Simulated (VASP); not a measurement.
# TlCl (Pm-3m) in VASP: further runs

TlCl is run at these levels: PBE; tasks: single point.

All numbers are computed with VASP 6.6.1; they aren't measurements. Logs are shortened: lines on timing, memory, paths and dates and some standing lists are left out, and cuts for length are marked.

## 1. The cell of the first run

Symmetry: Pm-3m, No. 221, cubic system. Conventional cell: a = 3.794 Å, b = 3.794 Å, c = 3.794 Å, α = 90.00°, β = 90.00°, γ = 90.00°. Within 4.3 Å of Tl (site symmetry m-3m) lie 8 Cl at 3.29 Å and 6 Tl at 3.79 Å. Within 4.3 Å of Cl (site symmetry m-3m) lie 8 Tl at 3.29 Å and 6 Cl at 3.79 Å.

## 2. Single point, PBE

Input file INCAR:

```
PREC = Accurate
ENCUT = 500
EDIFF = 1E-6
ISMEAR = 0
SIGMA = 0.01
LREAL = F
LASPH = T
NELM = 120
ALGO = Normal
ISIF = 2
LWAVE = F
LCHARG = F
GGA = PE
NBANDS = 17
GGA_COMPAT = F
```

Input file KPOINTS:

```
regular mesh
0
Gamma
  4 4 4
```

Input file POSCAR:

```
TlCl
1.0
    3.7936346963      0.0000000000      0.0000000000
    0.0000000000      3.7936346963      0.0000000000
    0.0000000000      0.0000000000      3.7936346963
Tl Cl
1 1
Direct
    0.0000000000      0.0000000000      0.0000000000
    0.5000000000      0.5000000000      0.5000000000
```

Potentials or basis: VASP PAW PBE potentials, release 64 (Tl_d, Cl).

Command:

```bash
$ cat potpaw_PBE.64/Tl_d/POTCAR potpaw_PBE.64/Cl/POTCAR > POTCAR
$ mpirun -np 1 vasp_std > vasp.out
```

OUTCAR:

```text
PREC = Accurate
   ENCUT = 500
   EDIFF = 1E-6
   ISMEAR = 0
   LREAL = F
   LASPH = T
   NELM = 120
   ISIF = 2
   GGA = PE

 ion  position               nearest neighbor table
   1  0.000  0.000  0.000-   2 3.29   2 3.29   2 3.29   2 3.29   2 3.29   2 3.29   2 3.29   2 3.29

   2  0.500  0.500  0.500-   1 3.29   1 3.29   1 3.29   1 3.29   1 3.29   1 3.29   1 3.29   1 3.29

  LATTYP: Found a simple cubic cell.
 ALAT       =     3.7936346963

  Lattice vectors:

 A1 = (   3.7936346963,   0.0000000000,   0.0000000000)
 A2 = (   0.0000000000,   3.7936346963,   0.0000000000)
 A3 = (   0.0000000000,   0.0000000000,   3.7936346963)

Analysis of symmetry for initial positions (statically):
=====================================================================
 Subroutine PRICEL returns:
 Original cell was already a primitive cell.

 Routine SETGRP: Setting up the symmetry group for a
 simple cubic supercell.

 Subroutine GETGRP returns: Found 48 space group operations
 (whereof 48 operations were pure point group operations)
 out of a pool of 48 trial point group operations.

The static configuration has the point symmetry O_h .

Analysis of symmetry for dynamics (positions and initial velocities):
=====================================================================
 Subroutine PRICEL returns:
 Original cell was already a primitive cell.

 Routine SETGRP: Setting up the symmetry group for a
 simple cubic supercell.

 Subroutine GETGRP returns: Found 48 space group operations
 (whereof 48 operations were pure point group operations)
 out of a pool of 48 trial point group operations.

The dynamic configuration has the point symmetry O_h .

 Subroutine INISYM returns: Found 48 space group operations
 (whereof 48 operations are pure point group operations),
 and found     1 'primitive' translations

----------------------------------------------------------------------------------------

                                     Primitive cell

  volume of cell :      54.5967

  direct lattice vectors                    reciprocal lattice vectors
     3.793634696  0.000000000  0.000000000     0.263599445  0.000000000  0.000000000
     0.000000000  3.793634696  0.000000000     0.000000000  0.263599445  0.000000000
     0.000000000  0.000000000  3.793634696     0.000000000  0.000000000  0.263599445

  length of vectors
     3.793634696  3.793634696  3.793634696     0.263599445  0.263599445  0.263599445

  position of ions in fractional coordinates (direct lattice)
     0.000000000  0.000000000  0.000000000
     0.500000000  0.500000000  0.500000000

  ion indices of the primitive-cell ions
   primitive index   ion index
                 1           1
                 2           2

----------------------------------------------------------------------------------------

 KPOINTS: regular mesh

Automatic generation of k-mesh.
 Grid dimensions read from file:
 generate k-points for:    4    4    4

 Generating k-lattice:

  Cartesian coordinates                     Fractional coordinates (reciprocal lattice)
     0.065899861  0.000000000  0.000000000     0.250000000  0.000000000  0.000000000
     0.000000000  0.065899861  0.000000000     0.000000000  0.250000000  0.000000000
     0.000000000  0.000000000  0.065899861     0.000000000  0.000000000  0.250000000

  Length of vectors
     0.065899861  0.065899861  0.065899861

  Shift w.r.t. Gamma in fractional coordinates (k-lattice)
     0.000000000  0.000000000  0.000000000

 Subroutine IBZKPT returns following result:
 ===========================================

 Found     10 irreducible k-points:

 Following reciprocal coordinates:
            Coordinates               Weight
  0.000000  0.000000  0.000000      1.000000
  0.250000  0.000000  0.000000      6.000000
  0.500000  0.000000  0.000000      3.000000
  0.250000  0.250000  0.000000     12.000000
  0.500000  0.250000  0.000000     12.000000
  0.500000  0.500000  0.000000      3.000000
  0.250000  0.250000  0.250000      8.000000
  0.500000  0.250000  0.250000     12.000000
  0.500000  0.500000  0.250000      6.000000
  0.500000  0.500000  0.500000      1.000000
   k-points           NKPTS =     10   k-points in BZ     NKDIM =     10   number of bands    NBANDS=     17
   number of dos      NEDOS =    301   number of ions     NIONS =      2
   total plane-waves  NPLWV =  21952
   dimension x,y,z NGX =    28 NGY =   28 NGZ =   28
   dimension x,y,z NGXF=    56 NGYF=   56 NGZF=   56
   ions per type =               1   1
   NGX,Y,Z   is equivalent  to a cutoff of  12.27, 12.27, 12.27 a.u.
   NGXF,Y,Z  is equivalent  to a cutoff of  24.54, 24.54, 24.54 a.u.
 SYSTEM =  unknown system
   PREC   = accura    normal or accurate (medium, high low for compatibility)
   ISTART =      0    job   : 0-new  1-cont  2-samecut
   ICHARG =      2    charge: 1-file 2-atom 10-const
   ISPIN  =      1    spin polarized calculation?
   LNONCOLLINEAR =      F non collinear calculations
   LSORBIT =      F    spin-orbit coupling
   LASPH  =      T    aspherical Exc in radial PAW
   ENCUT  =  500.0 eV  36.75 Ry    6.06 a.u.   6.92  6.92  6.92*2*pi/ulx,y,z
   NELM   =    120;   NELMIN=  2; NELMDL= -5     # of ELM steps
   EDIFF  = 0.1E-05   stopping-criterion for ELM
   LREAL  =      F    real-space projection
[... 7 lines left out ...]
   TEBEG  =    0.0;   TEEND  =   0.0 temperature during run
   PSTRESS=    0.0 pullay stress
   NELECT =      20.0000    total number of electrons
   NUPDOWN=      -1.0000    fix difference up-down
   EMIN   =  10.00;   EMAX   =-10.00  energy-range for DOS
   EFERMI =   0.00;   METHOD = LEGACY
   ISMEAR =     0;   SIGMA  =   0.01  broadening in eV -4-tet -1-fermi 0-gaus
   EFERMI_NEDOS =   21; number of points for ismear=-14 and -15
   IALGO  =     38    algorithm
   IMIX   =      4    mixing-type and parameters
     AMIX     =   0.40;   BMIX     =  1.00
     AMIX_MAG =   1.60;   BMIX_MAG =  1.00
  volume/ion in A,a.u.               =      27.30       184.22
  Fermi-wavevector in a.u.,A,eV,Ry     =   1.171375  2.213578 18.668821  1.372120
  Thomas-Fermi vector in A             =   2.307820
   LORBIT       =      0    0 simple, 1 ext, 2 COOP (PROOUT), +10 PAW based schemes
   GGA     = PE    functional components
   LHFCALC =     F    Hartree Fock is set to
[... 57 lines left out ...]
      7      -2.0924      2.00000
      8       1.6337      2.00000
      9       1.6337      2.00000
     10       1.9803      2.00000
     11       7.5401      0.00000
     12      10.3300      0.00000
     13      10.3300      0.00000
     14      11.1973      0.00000
     15      13.6028      0.00000
     16      16.3514      0.00000
     17      17.2910      0.00000

 k-point     3 :       0.5000    0.0000    0.0000
  band No.  band energies     occupation
      1     -10.6140      2.00000
      2      -6.9118      2.00000
      3      -6.7507      2.00000
      4      -6.7507      2.00000
      5      -6.7483      2.00000
      6      -6.6516      2.00000
      7      -2.5632      2.00000
      8       1.8753      2.00000
      9       1.8753      2.00000
     10       3.0915      2.00000
     11       5.0861      0.00000
     12       9.6546      0.00000
     13       9.6546      0.00000
     14      11.7471      0.00000
     15      14.6888      0.00000
     16      17.2176      0.00000
     17      17.2338      0.00000

 k-point     4 :       0.2500    0.2500    0.0000
  band No.  band energies     occupation
      1     -10.6600      2.00000
      2      -6.8730      2.00000
      3      -6.7689      2.00000
      4      -6.7166      2.00000
      5      -6.7019      2.00000
      6      -6.6925      2.00000
      7      -1.9572      2.00000
      8       0.6091      2.00000
      9       1.7618      2.00000
     10       2.5631      2.00000
     11       7.1806      0.00000
     12       8.7275      0.00000
     13      10.4181      0.00000
     14      12.3963      0.00000
     15      14.9300      0.00000
     16      15.0091      0.00000
     17      15.3693      0.00000

 k-point     5 :       0.5000    0.2500    0.0000
  band No.  band energies     occupation
      1     -10.5569      2.00000
      2      -6.8544      2.00000
      3      -6.7380      2.00000
      4      -6.7209      2.00000
      5      -6.6886      2.00000
      6      -6.6787      2.00000
      7      -1.9740      2.00000
      8       0.6881      2.00000
      9       1.8944      2.00000
     10       2.0208      2.00000
     11       6.5512      0.00000
     12       8.5580      0.00000
     13      10.4050      0.00000
     14      12.3414      0.00000
     15      15.4127      0.00000
     16      15.6614      0.00000
     17      16.3081      0.00000

 k-point     6 :       0.5000    0.5000    0.0000
  band No.  band energies     occupation
      1     -10.4989      2.00000
      2      -6.8232      2.00000
      3      -6.7252      2.00000
      4      -6.7252      2.00000
      5      -6.6825      2.00000
      6      -6.5857      2.00000
      7      -0.3371      2.00000
      8      -0.1274      2.00000
      9      -0.1274      2.00000
     10       1.9139      2.00000
     11       7.9998      0.00000
     12       7.9998      0.00000
     13      11.5076      0.00000
     14      11.6878      0.00000
     15      14.5122      0.00000
     16      14.5122      0.00000
     17      14.8037      0.00000

 k-point     7 :       0.2500    0.2500    0.2500
  band No.  band energies     occupation
      1     -10.5707      2.00000
      2      -6.7685      2.00000
      3      -6.7685      2.00000
      4      -6.7441      2.00000
      5      -6.7441      2.00000
      6      -6.6833      2.00000
      7      -1.6744      2.00000
      8       0.9454      2.00000
      9       0.9454      2.00000
     10       2.4210      2.00000
     11       7.9028      0.00000
     12       7.9028      0.00000
     13       8.4927      0.00000
     14      13.7012      0.00000
     15      13.7012      0.00000
     16      15.2850      0.00000
     17      17.9302      0.00000

 k-point     8 :       0.5000    0.2500    0.2500
  band No.  band energies     occupation
      1     -10.4775      2.00000
      2      -6.8071      2.00000
      3      -6.7547      2.00000
      4      -6.7452      2.00000
      5      -6.7044      2.00000
      6      -6.6527      2.00000
      7      -1.3835      2.00000
      8       0.7074      2.00000
      9       1.3394      2.00000
     10       1.7569      2.00000
     11       6.7919      0.00000
     12       7.0526      0.00000
     13       9.4717      0.00000
     14      13.6238      0.00000
     15      13.6837      0.00000
     16      14.9176      0.00000
     17      18.6742      0.00000

 k-point     9 :       0.5000    0.5000    0.2500
  band No.  band energies     occupation
      1     -10.3950      2.00000
      2      -6.7971      2.00000
      3      -6.7971      2.00000
      4      -6.7693      2.00000
      5      -6.7023      2.00000
      6      -6.5835      2.00000
      7       0.1607      2.00000
      8       0.3290      2.00000
      9       0.3290      2.00000
     10       1.3687      2.00000
     11       6.7011      0.00000
     12       6.7011      0.00000
     13       7.9016      0.00000
     14      13.3371      0.00000
     15      15.3644      0.00000
     16      15.3644      0.00000
     17      19.3369      0.00000

 k-point    10 :       0.5000    0.5000    0.5000
  band No.  band energies     occupation
      1     -10.2833      2.00000
      2      -6.8656      2.00000
      3      -6.8656      2.00000
      4      -6.8656      2.00000
      5      -6.5812      2.00000
      6      -6.5812      2.00000
      7       0.9113      2.00000
      8       0.9113      2.00000
      9       0.9113      2.00000
     10       0.9548      2.00000
     11       5.4993      0.00000
     12       5.4993      0.00000
     13       5.4993      0.00000
     14      16.1114      0.00000
     15      16.1114      0.00000
     16      16.1114      0.00000
     17      20.1594      0.00000

------------------------ aborting loop because EDIFF is reached ----------------------------------------

  FORCE on cell =-STRESS in cart. coord.  units (eV):
  Direction    XX          YY          ZZ          XY          YZ          ZX
  --------------------------------------------------------------------------------------
  -------------------------------------------------------------------------------------
  Total        0.7843755      0.7843755      0.7843755      0.0000000     -0.0000000     -0.0000000
  in kB       23.0180265     23.0180265     23.0180265      0.0000000     -0.0000000     -0.0000000
  external PRESSURE =      23.0180265 kB  Pullay stress =       0.0000000 kB

 VOLUME and BASIS-vectors are now :
 -----------------------------------------------------------------------------
  energy-cutoff  :      500.00
  volume of cell :       54.60
      direct lattice vectors                 reciprocal lattice vectors
     3.793634696  0.000000000  0.000000000     0.263599445  0.000000000  0.000000000
     0.000000000  3.793634696  0.000000000     0.000000000  0.263599445  0.000000000
     0.000000000  0.000000000  3.793634696     0.000000000  0.000000000  0.263599445

 POSITION                                       TOTAL-FORCE (eV/Angst)
 -----------------------------------------------------------------------------------
      0.00000      0.00000      0.00000         0.000000      0.000000      0.000000
      1.89682      1.89682      1.89682         0.000000      0.000000      0.000000
 -----------------------------------------------------------------------------------
    total drift:                               -0.000000      0.000000      0.000000

  FREE ENERGIE OF THE ION-ELECTRON SYSTEM (eV)
  ---------------------------------------------------
  free  energy   TOTEN  =        -5.9769233080 eV

  energy  without entropy=       -5.9769233080  energy(sigma->0) =       -5.97692331
```

Run time: 4 s. Hardware: 1 thread of Intel Xeon 6975P-C (Granite Rapids), shared host; peak memory 0.15 GiB.

Results:

| Property | Result |
| --- | --- |
| Free energy | -5.9769 eV |
| Pressure | 2.3 GPa |
| Band gap on the k mesh | 1.99 eV, direct |

Levels at points of the mesh, in eV from the valence-band top:
```csv
k point,band 7,band 8,band 9,band 10,band 11,band 12,band 13,band 14
"(0.00, 0.00, 0.00)",-4.65,-1.68,-1.68,-1.68,7.75,7.75,7.93,7.93
"(0.50, 0.00, 0.00)",-5.65,-1.22,-1.22,0.00,1.99,6.56,6.56,8.66
"(0.50, 0.50, 0.00)",-3.43,-3.22,-3.22,-1.18,4.91,4.91,8.42,8.60
"(0.50, 0.50, 0.50)",-2.18,-2.18,-2.18,-2.14,2.41,2.41,2.41,13.02
```

Caveat: spin-orbit coupling is left out, which moves the levels of the heavy elements. A k mesh can miss the band edges.

## 3. Single point, PBE

Input file INCAR:

```
ALGO     = Normal         # electronic algorithm
EDIFF    = 1E-6           # SCF threshold, eV
ENCUT    = 500            # plane-wave cutoff, eV
GGA      = PE             # functional
GGA_COMPAT= F            
ISIF     = 2              # what is computed and relaxed
ISMEAR   = 1              # smearing method
LASPH    = T              # aspherical terms in the spheres
LCHARG   = F              # write CHGCAR
LREAL    = F              # projectors in reciprocal space
LWAVE    = F              # write WAVECAR
NBANDS   = 17             # bands
NELM     = 120            # most SCF steps
PREC     = Accurate       # precision mode
SIGMA    = 0.267          # smearing width, eV
```

Input file KPOINTS:

```
k-points
0
Gamma
  4 4 4
```

POSCAR is that of step 2.

Potentials or basis: VASP PAW PBE potentials, release 64 (Tl_d, Cl).

Command:

```bash
$ cat potpaw_PBE.64/Tl_d/POTCAR potpaw_PBE.64/Cl/POTCAR > POTCAR
$ mpirun -np 1 vasp_std > vasp.out
```

It took 4 s on 1 thread of Intel Xeon 6975P-C (Granite Rapids), shared host; peak memory 0.15 GiB.

It converged, with:

| Property | Result |
| --- | --- |
| Free energy | -5.9762 eV |
| Pressure | 2.3 GPa |
| Band gap on the k mesh | 1.99 eV, direct |

Levels at points of the mesh, in eV from the valence-band top:
| k point | band 6 | band 7 | band 8 | band 9 | band 10 | band 11 | band 12 | band 13 | band 14 | band 15 |
| --- | --- | --- | --- | --- | --- | --- | --- | --- | --- | --- |
| (0.00, 0.00, 0.00) | -9.75 | -4.65 | -1.68 | -1.68 | -1.68 | 7.75 | 7.75 | 7.93 | 7.93 | 7.93 |
| (0.50, 0.00, 0.00) | -9.74 | -5.65 | -1.22 | -1.22 | 0.00 | 1.99 | 6.56 | 6.56 | 8.66 | 11.60 |
| (0.50, 0.50, 0.00) | -9.68 | -3.43 | -3.22 | -3.22 | -1.18 | 4.91 | 4.91 | 8.42 | 8.60 | 11.42 |
| (0.50, 0.50, 0.50) | -9.67 | -2.18 | -2.18 | -2.18 | -2.14 | 2.41 | 2.41 | 2.41 | 13.02 | 13.02 |

Caveat: spin-orbit coupling is left out, which moves the levels of the heavy elements. PBE gaps usually lie below the measured ones, often by a third to a half.

## 4. Single point, PBE

Input file INCAR:

```
SYSTEM = TlCl
  PREC = Accurate
  ENCUT = 500
  EDIFF = 1E-6
  ISMEAR = 0
  SIGMA = 0.2
  LREAL = .FALSE.
  LASPH = .TRUE.
  NELM = 120
  ALGO = Normal
  ISIF = 2
  LWAVE = .FALSE.
  LCHARG = .TRUE.
  GGA = PE
  LELF = .TRUE.
  LVHAR = .TRUE.
  NBANDS = 17
  GGA_COMPAT = .FALSE.
```

Input file KPOINTS:

```
Automatic mesh
0
G
  4 4 4
  0 0 0
```

POSCAR is that of step 3.

Command:

```bash
$ cat potpaw_PBE.64/Tl_d/POTCAR potpaw_PBE.64/Cl/POTCAR > POTCAR
$ mpirun -np 1 vasp_std > vasp.out
```

Run time: 4.3 s. Hardware: 1 thread of Intel Xeon 6975P-C (Granite Rapids), shared host; peak memory 0.15 GiB.

It converged, with:

| Property | Result |
| --- | --- |
| Free energy | -5.9769 eV |
| Pressure | 2.3 GPa |
| Band gap on the k mesh | 1.99 eV, direct |

Levels at points of the mesh, in eV from the valence-band top:
| k point | band 7 | band 8 | band 9 | band 10 | band 11 | band 12 | band 13 | band 14 |
| --- | --- | --- | --- | --- | --- | --- | --- | --- |
| (0.00, 0.00, 0.00) | -4.65 | -1.68 | -1.68 | -1.68 | 7.75 | 7.75 | 7.93 | 7.93 |
| (0.50, 0.00, 0.00) | -5.65 | -1.22 | -1.22 | 0.00 | 1.99 | 6.56 | 6.56 | 8.66 |
| (0.50, 0.50, 0.00) | -3.43 | -3.22 | -3.22 | -1.18 | 4.91 | 4.91 | 8.42 | 8.60 |
| (0.50, 0.50, 0.50) | -2.18 | -2.18 | -2.18 | -2.14 | 2.41 | 2.41 | 2.41 | 13.02 |

Caveat: spin-orbit coupling is left out, which moves the levels of the heavy elements.

## 5. The runs side by side

| smearing | gap on the mesh (eV) | pressure (GPa) |
| --- | --- | --- |
| gaussian 0.01 eV | 1.99 | 2.3 |
| methfessel-paxton 0.267 eV | 1.99 | 2.3 |
| gaussian 0.2 eV | 1.99 | 2.3 |

Alike in all rows: task single point; level PBE; potentials or basis VASP PAW PBE potentials, release 64 (Tl_d, Cl); no spin polarisation; cell as given; k mesh 4 × 4 × 4; cutoff (eV) 500.

On the cell as given the gap runs from 1.99 eV (PBE) to 1.99 eV (PBE).

Caveats: spin-orbit coupling is left out, which moves the levels of the heavy elements.

Absolute energies hang on the potentials; compare differences alone.
